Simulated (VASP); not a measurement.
# CdSe (F-43m) in VASP: notebook, part 2 of 2

VASP 6.6.1.

## Step 3: Single point, LDA

This run uses another cell than the first one, of 27.78 Å³/atom, 1.043 times its volume.

Input file INCAR:

```
PREC = Accurate ; ENCUT = 500
EDIFF = 1E-6 ; ISMEAR = 0
SIGMA = 0.01 ; LREAL = False
LASPH = True ; NELM = 120
ALGO = Normal ; ISIF = 2
LWAVE = False ; LCHARG = True
LELF = True ; LVHAR = True
NBANDS = 16 ; GGA_COMPAT = False
```

Input file KPOINTS:

```
Automatic mesh
0
Gamma
  6 6 6
```

Input file POSCAR:

```
CdSe
1.0
    0.0000000000      3.0287757647      3.0287757647
    3.0287757647      0.0000000000      3.0287757647
    3.0287757647      3.0287757647      0.0000000000
Cd Se
1 1
Direct
    0.0000000000      0.0000000000      0.0000000000
    0.7500000000      0.7500000000      0.7500000000
```

Potentials or basis: VASP PAW LDA potentials, release 64 (Cd, Se).

Run with:

```
$ cat potpaw_LDA.64/Cd/POTCAR potpaw_LDA.64/Se/POTCAR > POTCAR
$ mpirun -np 1 vasp_std > vasp.out
```

OUTCAR:

```text
PREC = Accurate
   ENCUT = 500
   EDIFF = 1E-6
   ISMEAR = 0
   LREAL = False
   LASPH = True
   NELM = 120
   ISIF = 2

 ion  position               nearest neighbor table
   1  0.000  0.000  0.000-   2 2.62   2 2.62   2 2.62   2 2.62
   2  0.750  0.750  0.750-   1 2.62   1 2.62   1 2.62   1 2.62

  LATTYP: Found a face centered cubic cell.
 ALAT       =     6.0575515294

  Lattice vectors:

 A1 = (   0.0000000000,   3.0287757647,   3.0287757647)
 A2 = (   3.0287757647,   0.0000000000,   3.0287757647)
 A3 = (   3.0287757647,   3.0287757647,   0.0000000000)

Analysis of symmetry for initial positions (statically):
=====================================================================
 Subroutine PRICEL returns:
 Original cell was already a primitive cell.

 Routine SETGRP: Setting up the symmetry group for a
 face centered cubic supercell.

 Subroutine GETGRP returns: Found 24 space group operations
 (whereof 24 operations were pure point group operations)
 out of a pool of 48 trial point group operations.

The static configuration has the point symmetry T_d .

Analysis of symmetry for dynamics (positions and initial velocities):
[... 150 lines left out ...]
 E-fermi :   1.0041     XC(G=0):  -9.3437

 val. band max:        0.9166620041   @ k =   0.0000   0.0000   0.0000
 cond. band min:       1.3016503127   @ k =   0.0000   0.0000   0.0000
 fundamental gap:      0.3849883086
 Fermi energy:         1.0040768473

 k-point     1 :       0.0000    0.0000    0.0000
  band No.  band energies     occupation
      1     -11.7991      2.00000
      2      -7.0824      2.00000
      3      -7.0824      2.00000
      4      -7.0824      2.00000
      5      -6.6899      2.00000
      6      -6.6899      2.00000
[... 281 lines left out ...]
      3      -6.8661      2.00000
      4      -6.7580      2.00000
      5      -6.6616      2.00000
      6      -6.2195      2.00000
[... 8 lines left out ...]
     15      13.6349      0.00000
     16      13.8819      0.00000

------------------------ aborting loop because EDIFF is reached ----------------------------------------

  FORCE on cell =-STRESS in cart. coord.  units (eV):
  Direction    XX          YY          ZZ          XY          YZ          ZX
  --------------------------------------------------------------------------------------
  -------------------------------------------------------------------------------------
  Total       -0.3143897     -0.3143897     -0.3143897     -0.0000000     -0.0000000      0.0000000
  in kB       -9.0645770     -9.0645770     -9.0645770     -0.0000000     -0.0000000      0.0000000
  external PRESSURE =      -9.0645770 kB  Pullay stress =       0.0000000 kB

 VOLUME and BASIS-vectors are now :
 -----------------------------------------------------------------------------
  energy-cutoff  :      500.00
  volume of cell :       55.57
      direct lattice vectors                 reciprocal lattice vectors
     0.000000000  3.028775765  3.028775765    -0.165083202  0.165083202  0.165083202
     3.028775765  0.000000000  3.028775765     0.165083202 -0.165083202  0.165083202
     3.028775765  3.028775765  0.000000000     0.165083202  0.165083202 -0.165083202

 POSITION                                       TOTAL-FORCE (eV/Angst)
 -----------------------------------------------------------------------------------
      0.00000      0.00000      0.00000        -0.000000     -0.000000      0.000000
      4.54316      4.54316      4.54316         0.000000      0.000000     -0.000000
 -----------------------------------------------------------------------------------
    total drift:                               -0.000000     -0.000000      0.000000

  FREE ENERGIE OF THE ION-ELECTRON SYSTEM (eV)
  ---------------------------------------------------
  free  energy   TOTEN  =        -6.7544889448 eV

  energy  without entropy=       -6.7544889448  energy(sigma->0) =       -6.75448894
```

It used 7.9 s of CPU time on 1 thread of Intel Xeon 6975P-C (shared host).

Results:

| Property | Result |
| --- | --- |
| Free energy | -6.7545 eV |
| Pressure | -0.9 GPa |
| Band gap on the k mesh | 0.39 eV, direct |

## Step 4: Single point, LDA

This run uses another cell than the first one, of 30.10 Å³/atom, 1.130 times its volume.

Input file INCAR:

```
SYSTEM = CdSe
PREC = Accurate ; ENCUT = 500
EDIFF = 1E-6 ; ISMEAR = 0
SIGMA = 0.01 ; LREAL = .False.
LASPH = .True. ; NELM = 120
ALGO = Normal ; ISIF = 2
LWAVE = .False. ; LCHARG = .False.
NBANDS = 16 ; GGA_COMPAT = .False.
```

Input file KPOINTS:

```
regular mesh
0
Gamma
  6 6 6
  0 0 0
```

Input file POSCAR:

```
CdSe
1.0
    0.0000000000      3.1106739359      3.1106739359
    3.1106739359      0.0000000000      3.1106739359
    3.1106739359      3.1106739359      0.0000000000
Cd Se
1 1
Direct
    0.0000000000      0.0000000000      0.0000000000
    0.7500000000      0.7500000000      0.7500000000
```

Run with:

```
$ cat potpaw_LDA.64/Cd/POTCAR potpaw_LDA.64/Se/POTCAR > POTCAR
$ mpirun -np 1 vasp_std > vasp.out
```

It used 8.2 s of CPU time on 1 thread of Intel Xeon 6975P-C, on a shared host.

Results (log left out):

| Item | Value |
| --- | --- |
| Free energy | -6.6735 eV |
| Pressure | -4.4 GPa |
| Band gap on the k mesh | 0.22 eV, direct |

Levels at points of the mesh, in eV from the valence-band top:
```csv
k point,band 7,band 8,band 9,band 10,band 11,band 12
"(0.00, 0.00, 0.00)",0.00,0.00,0.00,0.22,5.78,5.78
"(0.50, 0.00, 0.00)",-4.10,-0.67,-0.67,2.10,6.28,6.28
"(0.50, 0.50, 0.00)",-3.87,-1.67,-1.67,3.05,3.53,8.57
```

## Step 5: Single point, LDA

This run uses another cell than the first one, of 31.26 Å³/atom, 1.174 times its volume.

Input file INCAR:

```
PREC     = Accurate       # precision mode
ENCUT    = 500            # plane-wave cutoff, eV
EDIFF    = 1E-6           # SCF threshold, eV
ISMEAR   = 0              # smearing method
SIGMA    = 0.01           # smearing width, eV
LREAL    = False          # projectors in reciprocal space
LASPH    = True           # aspherical terms in the spheres
NELM     = 120            # most SCF steps
ALGO     = Normal         # electronic algorithm
ISIF     = 2              # what is computed and relaxed
LWAVE    = False          # write WAVECAR
LCHARG   = False          # write CHGCAR
NBANDS   = 16             # bands
GGA_COMPAT= False
```

Input file KPOINTS:

```
regular mesh
0
Gamma
  6 6 6
```

Input file POSCAR:

```
CdSe
1.0
    0.0000000000      3.1500537359      3.1500537359
    3.1500537359      0.0000000000      3.1500537359
    3.1500537359      3.1500537359      0.0000000000
Cd Se
1 1
Direct
    0.0000000000      0.0000000000      0.0000000000
    0.7500000000      0.7500000000      0.7500000000
```

Potentials or basis: VASP PAW LDA potentials, release 64 (Cd, Se).

Run with:

```
$ cat potpaw_LDA.64/Cd/POTCAR potpaw_LDA.64/Se/POTCAR > POTCAR
$ mpirun -np 1 vasp_std > vasp.out
```

OUTCAR:

```text
PREC = Accurate
   ENCUT = 500
   EDIFF = 1E-6
   ISMEAR = 0
   LREAL = False
   LASPH = True
   NELM = 120
   ISIF = 2

 ion  position               nearest neighbor table
   1  0.000  0.000  0.000-   2 2.73   2 2.73   2 2.73   2 2.73
   2  0.750  0.750  0.750-   1 2.73   1 2.73   1 2.73   1 2.73

  LATTYP: Found a face centered cubic cell.
 ALAT       =     6.3001074718

  Lattice vectors:

 A1 = (   0.0000000000,   3.1500537359,   3.1500537359)
 A2 = (   3.1500537359,   0.0000000000,   3.1500537359)
[... 479 lines left out ...]

  FORCE on cell =-STRESS in cart. coord.  units (eV):
  Direction    XX          YY          ZZ          XY          YZ          ZX
  --------------------------------------------------------------------------------------
  -------------------------------------------------------------------------------------
  Total       -2.2059607     -2.2059607     -2.2059607      0.0000000      0.0000000      0.0000000
  in kB      -56.5359215    -56.5359215    -56.5359215      0.0000000      0.0000000      0.0000000
  external PRESSURE =     -56.5359215 kB  Pullay stress =       0.0000000 kB

 VOLUME and BASIS-vectors are now :
 -----------------------------------------------------------------------------
  energy-cutoff  :      500.00
  volume of cell :       62.51
      direct lattice vectors                 reciprocal lattice vectors
     0.000000000  3.150053736  3.150053736    -0.158727451  0.158727451  0.158727451
     3.150053736  0.000000000  3.150053736     0.158727451 -0.158727451  0.158727451
     3.150053736  3.150053736  0.000000000     0.158727451  0.158727451 -0.158727451

 POSITION                                       TOTAL-FORCE (eV/Angst)
 -----------------------------------------------------------------------------------
      0.00000      0.00000      0.00000        -0.000000      0.000000     -0.000000
      4.72508      4.72508      4.72508         0.000000     -0.000000      0.000000
 -----------------------------------------------------------------------------------
    total drift:                                0.000000      0.000000      0.000000

  FREE ENERGIE OF THE ION-ELECTRON SYSTEM (eV)
  ---------------------------------------------------
  free  energy   TOTEN  =        -6.6003160939 eV

  energy  without entropy=       -6.6003160939  energy(sigma->0) =       -6.60031609
```

Wall time 13 s (1 thread of Intel Xeon 6975P-C, shared host); peak memory 0.16 GiB.

What came out:

| Quantity | Value |
| --- | --- |
| Free energy | -6.6003 eV |
| Pressure | -5.7 GPa |
| Band gap on the k mesh | 0.15 eV, direct |

Levels at points of the mesh, in eV from the valence-band top:
```csv
k point,band 7,band 8,band 9,band 10,band 11,band 12
"(0.00, 0.00, 0.00)",0.00,0.00,0.00,0.15,5.77,5.77
"(0.50, 0.00, 0.00)",-3.91,-0.62,-0.62,2.05,6.26,6.26
"(0.50, 0.50, 0.00)",-3.71,-1.55,-1.55,3.10,3.47,8.41
```

## Step 6: Summary

| cell | gap on the mesh (eV) | pressure (GPa) |
| --- | --- | --- |
| a = 4.223 Å, angles 60.0°, 2 atoms | 0.47 | 1.6 |
| a = 4.283 Å, angles 60.0°, 2 atoms | 0.39 | -0.9 |
| a = 4.399 Å, angles 60.0°, 2 atoms | 0.22 | -4.4 |
| a = 4.455 Å, angles 60.0°, 2 atoms | 0.15 | -5.7 |

Alike in all rows: task single point; level LDA; potentials or basis VASP PAW LDA potentials, release 64 (Cd, Se); no spin polarisation; k mesh 6 × 6 × 6; cutoff (eV) 500; smearing gaussian 0.01 eV.

Absolute energies hang on the potentials; compare differences alone.
